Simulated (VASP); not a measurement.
# Ta4W (R-3m) in VASP: further runs

The runs below take Ta4W through single point, with PBE.

All numbers are computed with VASP 6.6.1; they aren't measurements. Logs are shortened: lines on timing, memory, paths and dates and some standing lists are left out, and cuts for length are marked.

**1. The cell of the first run**

Symmetry: R-3m, No. 166, trigonal system. Conventional cell: a = 4.570 Å, b = 4.570 Å, c = 13.993 Å, α = 90.00°, β = 90.00°, γ = 120.00°. Within 3.7 Å of Ta (site symmetry 3m) lie 11 Ta at 2.80 to 3.23 Å and 3 W at 2.80 Å. Within 3.7 Å of Ta (site symmetry 3m) lie 10 Ta at 2.80 to 3.23 Å and 4 W at 2.80 to 3.23 Å. W (site symmetry -3m) has 14 Ta at 2.80 to 3.23 Å within 3.7 Å.

**2. Single point, PBE**

The input, INCAR:

```
PREC = Accurate
ENCUT = 520
EDIFF = 1E-6
ISMEAR = 0
SIGMA = 0.1
LREAL = False
LASPH = True
NELM = 80
ALGO = Normal
ISIF = 2
LWAVE = False
LCHARG = True
GGA = PE
LELF = True
LVHAR = True
NBANDS = 37
```

The input, KPOINTS:

```
Automatic mesh
0
Gamma
  6 6 6
```

The input, POSCAR:

```
Ta4W
1.0
    2.2850164900      1.3192548900      4.6642703900
   -2.2850164900      1.3192548900      4.6642703900
    0.0000000000     -2.6385097800      4.6642703900
Ta W
4 1
Direct
    0.9000000000      0.9000000000      0.9000000000
    0.1000000000      0.1000000000      0.1000000000
    0.7000000000      0.7000000000      0.7000000000
    0.3000000000      0.3000000000      0.3000000000
    0.5000000000      0.5000000000      0.5000000000
```

Potentials or basis: VASP PAW PBE potentials, release 64 (Ta_pv, W_sv).

Run with:

```console
> cat potpaw_PBE.64/Ta_pv/POTCAR potpaw_PBE.64/W_sv/POTCAR > POTCAR
> mpirun -np 1 vasp_std > vasp.out
```

OUTCAR:

```text
PREC = Accurate
   ENCUT = 520
   EDIFF = 1E-6
   ISMEAR = 0
   LREAL = False
   LASPH = True
   NELM = 80
   ISIF = 2
   GGA = PE

 ion  position               nearest neighbor table
   1  0.900  0.900  0.900-   5 2.80   5 2.80   4 2.80   4 2.80   3 2.80   2 2.80   5 2.80   4 2.80
                             2 3.23   2 3.23   3 3.23   3 3.23   2 3.23   3 3.23
   2  0.100  0.100  0.100-   3 2.80   3 2.80   5 2.80   5 2.80   4 2.80   1 2.80   3 2.80   5 2.80
                             1 3.23   1 3.23   4 3.23   4 3.23   1 3.23   4 3.23
   3  0.700  0.700  0.700-   2 2.80   2 2.80   4 2.80   4 2.80   1 2.80   5 2.80   2 2.80   4 2.80
                             5 3.23   5 3.23   1 3.23   1 3.23   5 3.23   1 3.23
   4  0.300  0.300  0.300-   1 2.80   1 2.80   3 2.80   3 2.80   2 2.80   5 2.80   1 2.80   3 2.80
                             5 3.23   5 3.23   2 3.23   2 3.23   5 3.23   2 3.23
   5  0.500  0.500  0.500-   2 2.80   2 2.80   1 2.80   1 2.80   3 2.80   4 2.80   2 2.80   1 2.80
                             4 3.23   3 3.23   4 3.23   3 3.23   4 3.23   3 3.23

  LATTYP: Found a trigonal (rhomboedric) cell.
 ALAT       =     5.3588386891
 COS(alpha) =     0.6363636363

  Lattice vectors:

 A1 = (   2.2850164900,   1.3192548900,   4.6642703900)
 A2 = (  -2.2850164900,   1.3192548900,   4.6642703900)
 A3 = (   0.0000000000,  -2.6385097800,   4.6642703900)

Analysis of symmetry for initial positions (statically):
=====================================================================
 Subroutine PRICEL returns:
 Original cell was already a primitive cell.

 Routine SETGRP: Setting up the symmetry group for a
 trigonal (rhombohedral) supercell.

 Subroutine GETGRP returns: Found 12 space group operations
 (whereof 12 operations were pure point group operations)
 out of a pool of 12 trial point group operations.

The static configuration has the point symmetry D_3d.

Analysis of symmetry for dynamics (positions and initial velocities):
=====================================================================
 Subroutine PRICEL returns:
 Original cell was already a primitive cell.

 Routine SETGRP: Setting up the symmetry group for a
 trigonal (rhombohedral) supercell.

 Subroutine GETGRP returns: Found 12 space group operations
 (whereof 12 operations were pure point group operations)
 out of a pool of 12 trial point group operations.

The dynamic configuration has the point symmetry D_3d.

 Subroutine INISYM returns: Found 12 space group operations
 (whereof 12 operations are pure point group operations),
 and found     1 'primitive' translations

[... 98 lines left out ...]
   ENCUT  =  520.0 eV  38.22 Ry    6.18 a.u.   9.96  9.96  9.96*2*pi/ulx,y,z
   NELM   =     80;   NELMIN=  2; NELMDL= -5     # of ELM steps
   EDIFF  = 0.1E-05   stopping-criterion for ELM
   LREAL  =      F    real-space projection
   EDIFFG = 0.1E-04   stopping-criterion for IOM
   NSW    =      0    number of steps for IOM
   IBRION =     -1    ionic relax: 0-MD 1-quasi-New 2-CG
   NFREE  =      0    steps in history (QN), initial steepest desc. (CG)
   ISIF   =      2    stress and relaxation
   ISYM   =      2    0-nonsym 1-usesym 2-fastsym
   POTIM  = 0.5000    time-step for ionic-motion
   TEBEG  =    0.0;   TEEND  =   0.0 temperature during run
   PSTRESS=    0.0 pullay stress
   NELECT =      58.0000    total number of electrons
   NUPDOWN=      -1.0000    fix difference up-down
   EMIN   =  10.00;   EMAX   =-10.00  energy-range for DOS
   EFERMI =   0.00;   METHOD = LEGACY
   ISMEAR =     0;   SIGMA  =   0.10  broadening in eV -4-tet -1-fermi 0-gaus
   EFERMI_NEDOS =   21; number of points for ismear=-14 and -15
   IALGO  =     38    algorithm
   IMIX   =      4    mixing-type and parameters
     AMIX     =   0.40;   BMIX     =  1.00
     AMIX_MAG =   1.60;   BMIX_MAG =  1.00
  volume/ion in A,a.u.               =      16.87       113.86
  Fermi-wavevector in a.u.,A,eV,Ry     =   1.444885  2.730436 28.404766  2.087691
  Thomas-Fermi vector in A             =   2.563129
   LORBIT       =      0    0 simple, 1 ext, 2 COOP (PROOUT), +10 PAW based schemes
   GGA     = PE    functional components
   LHFCALC =     F    Hartree Fock is set to
   AEXX    =    0.0000 exact exchange contribution
   IVDW    =     0    specifies the selected vdW correction
   LEPSILON=     F    determine dielectric tensor
   LRPA    =     F    only Hartree local field effects (RPA)
 non-spin polarized calculation
 Gauss-broadening in eV      SIGMA  =   0.10
  energy-cutoff  :      520.00
  volume of cell :       84.36
 maximum number of plane-waves:      2303
   NGX = 19   NGY = 19   NGZ = 19

 number of electron      58.0000003 magnetization

 Free energy of the ion-electron system (eV)
  ---------------------------------------------------
  ext. energy  EPLUGINS =         0.00000000
  ---------------------------------------------------
  free energy    TOTEN  =       -60.21240968 eV

  energy without entropy =      -60.17771852  energy(sigma->0) =      -60.19506410

 E-fermi :   6.7191     XC(G=0): -13.0217

 val. band max:        6.7134954583   @ k =   0.5000   0.5000   0.3333
 cond. band min:       6.7244573302   @ k =  -0.1667   0.1667   0.0000
 fundamental gap:      0.0109618718
 Fermi energy:         6.7190876652

 k-point     1 :       0.0000    0.0000    0.0000
  band No.  band energies     occupation
      1     -66.3293      2.00000
      2     -30.6086      2.00000
      3     -30.6086      2.00000
      4     -30.5954      2.00000
      5     -27.1864      2.00000
      6     -27.1184      2.00000
[... 949 lines left out ...]
     36      10.7677      0.00000
     37      11.2689      0.00000

 [... further k-points ...]
[... 5 lines left out ...]
  --------------------------------------------------------------------------------------
  -------------------------------------------------------------------------------------
  Total        6.4925748      6.4925748      6.6435154      0.0000000      0.0000000      0.0000000
  in kB      123.3032493    123.3032501    126.1698272      0.0000000      0.0000000      0.0000000
  external PRESSURE =     124.2587755 kB  Pullay stress =       0.0000000 kB

 VOLUME and BASIS-vectors are now :
 -----------------------------------------------------------------------------
  energy-cutoff  :      520.00
  volume of cell :       84.36
      direct lattice vectors                 reciprocal lattice vectors
     2.285016490  1.319254890  4.664270390     0.218816802  0.126333939  0.071465268
    -2.285016490  1.319254890  4.664270390    -0.218816802  0.126333939  0.071465268
     0.000000000 -2.638509780  4.664270390     0.000000000 -0.252667878  0.071465268

 POSITION                                       TOTAL-FORCE (eV/Angst)
 -----------------------------------------------------------------------------------
      0.00000      0.00000     12.59353        -0.000000      0.000000     -0.457515
      0.00000      0.00000      1.39928        -0.000000      0.000000      0.457515
      0.00000      0.00000      9.79497        -0.000000     -0.000000     -0.637997
      0.00000      0.00000      4.19784        -0.000000     -0.000000      0.637997
      0.00000      0.00000      6.99641         0.000000     -0.000000      0.000000
 -----------------------------------------------------------------------------------
    total drift:                               -0.000000      0.000000     -0.000000

  FREE ENERGIE OF THE ION-ELECTRON SYSTEM (eV)
  ---------------------------------------------------
  free  energy   TOTEN  =       -60.2124096768 eV

  energy  without entropy=      -60.1777185243  energy(sigma->0) =      -60.19506410
```

OSZICAR:

```text
N       E                     dE             d eps       ncg     rms          rms(c)
DAV:   1     0.627813117201E+03    0.62781E+03   -0.32911E+04  2384   0.170E+03
DAV:   2    -0.303226167104E+02   -0.65814E+03   -0.64416E+03  2511   0.513E+02
DAV:   3    -0.617814012110E+02   -0.31459E+02   -0.30267E+02  2895   0.101E+02
DAV:   4    -0.625357546802E+02   -0.75435E+00   -0.74492E+00  2856   0.142E+01
DAV:   5    -0.625513139894E+02   -0.15559E-01   -0.15518E-01  2966   0.186E+00    0.359E+01
DAV:   6    -0.607954272180E+02    0.17559E+01   -0.27256E+00  2806   0.110E+01    0.168E+01
DAV:   7    -0.604409955382E+02    0.35443E+00   -0.29836E+00  3185   0.924E+00    0.364E+00
DAV:   8    -0.602156532270E+02    0.22534E+00   -0.11212E+00  3041   0.510E+00    0.112E+00
DAV:   9    -0.602123548842E+02    0.32983E-02   -0.39600E-02  2747   0.115E+00    0.445E-01
DAV:  10    -0.602124552925E+02   -0.10041E-03   -0.26643E-03  3115   0.335E-01    0.101E-01
DAV:  11    -0.602124238126E+02    0.31480E-04   -0.34259E-04  2909   0.141E-01    0.710E-02
DAV:  12    -0.602124154370E+02    0.83756E-05   -0.74580E-05  3024   0.662E-02    0.370E-02
DAV:  13    -0.602124112093E+02    0.42277E-05   -0.19527E-05  2972   0.279E-02    0.810E-03
DAV:  14    -0.602124097780E+02    0.14313E-05   -0.13300E-06  1682   0.752E-03    0.161E-03
DAV:  15    -0.602124096768E+02    0.10118E-06   -0.16076E-07  1589   0.283E-03
   1 F= -.60212410E+02 E0= -.60195064E+02  d E =-.346912E-01
```

stdout:

```text
POSCAR found type information on POSCAR TaW
 POSCAR found :  2 types and       5 ions
 scaLAPACK will be used
 LDA part: xc-table for (Slater+PW92), standard interpolation
 POSCAR, INCAR and KPOINTS ok, starting setup
 FFT: planning ... GRIDC
 FFT: planning ... GRID_SOFT
 FFT: planning ... GRID
 WAVECAR not read
 entering main loop
```

Wall time 1.8 min (1 thread of Intel Xeon Platinum 8259CL at 2.50GHz (Skylake/Cascade Lake), shared host); peak memory 0.28 GiB.

Results:

```
Free energy            : -60.2124 eV
Pressure               : 12.4 GPa
Largest force          : 0.638 eV/Å
Band gap on the k mesh : zero (band 29 reaches 7.30 eV, above the bottom of band 30 at 6.11 eV)
```

Forces on the atoms (eV/Å):
```
Ta   0.000  0.000 -0.458
Ta   0.000  0.000  0.458
Ta   0.000  0.000 -0.638
Ta   0.000  0.000  0.638
W    0.000  0.000  0.000
```

Caveat: spin-orbit coupling is left out, which moves the levels of the heavy elements.

**3. Single point, PBE**

This run uses another cell than the first one, of 17.81 Å³/atom, 1.056 times its volume.

The input, INCAR:

```
ALGO     = Normal         # electronic algorithm
EDIFF    = 1E-6           # SCF threshold, eV
ENCUT    = 520            # plane-wave cutoff, eV
GGA      = PE             # functional
ISIF     = 2              # what is computed and relaxed
ISMEAR   = 0              # smearing method
LASPH    = T              # aspherical terms in the spheres
LCHARG   = T              # write CHGCAR
LELF     = T              # ELF
LREAL    = F              # projectors in reciprocal space
LVHAR    = T            
LWAVE    = F              # write WAVECAR
NBANDS   = 37             # bands
NELM     = 80             # most SCF steps
PREC     = Accurate       # precision mode
SIGMA    = 0.1            # smearing width, eV
```

The input, KPOINTS:

```
k-points
0
Gamma
  6 6 6
```

The input, POSCAR:

```
Ta4W
1.0
    2.3246579700      1.3421419048      4.7570989611
   -2.3246579700      1.3421419048      4.7570989611
    0.0000000000     -2.6842838095      4.7570989611
Ta W
4 1
Direct
    0.8973530116      0.8973530116      0.8973530116
    0.1026469884      0.1026469884      0.1026469884
    0.6955681014      0.6955681014      0.6955681014
    0.3044318986      0.3044318986      0.3044318986
    0.5000000000      0.5000000000      0.5000000000
```

Potentials or basis: VASP PAW PBE potentials, release 64 (Ta_pv, W_sv).

Run with:

```console
> cat potpaw_PBE.64/Ta_pv/POTCAR potpaw_PBE.64/W_sv/POTCAR > POTCAR
> mpirun -np 1 vasp_std > vasp.out
```

Run time: 2.1 min. Hardware: 1 thread of Intel Xeon Platinum 8259CL at 2.50GHz (Skylake/Cascade Lake), shared host; peak memory 0.3 GiB.

It converged, with:

```
Free energy            : -60.4501 eV
Pressure               : 0.0 GPa
Largest force          : 0.026 eV/Å
Band gap on the k mesh : zero (band 29 reaches 6.84 eV, above the bottom of band 30 at 5.75 eV)
```

Forces on the atoms (eV/Å):
```
Ta   0.000  0.000  0.020
Ta   0.000  0.000 -0.020
Ta   0.000  0.000 -0.026
Ta   0.000  0.000  0.026
W    0.000  0.000  0.000
```

Stress tensor (GPa, compression positive):
```
-0.07  0.00  0.00
 0.00 -0.07  0.00
 0.00  0.00  0.14
```

Levels at points of the mesh, in eV from the Fermi level:
```tsv
k point	band 26	band 27	band 28	band 29	band 30	band 31	band 32	band 33
(0.00, 0.00, 0.00)	-1.64	-1.49	-0.74	-0.24	0.56	0.56	0.70	3.60
(0.50, 0.00, 0.00)	-1.23	-0.84	-0.44	-0.39	0.27	1.50	1.51	1.87
(0.50, 0.50, 0.00)	-1.19	-1.14	-0.98	0.25	0.95	1.54	2.12	2.15
(0.50, 0.50, 0.50)	-1.02	-0.83	-0.83	-0.52	-0.52	3.32	3.32	3.33
```

Caveat: spin-orbit coupling is left out, which moves the levels of the heavy elements.
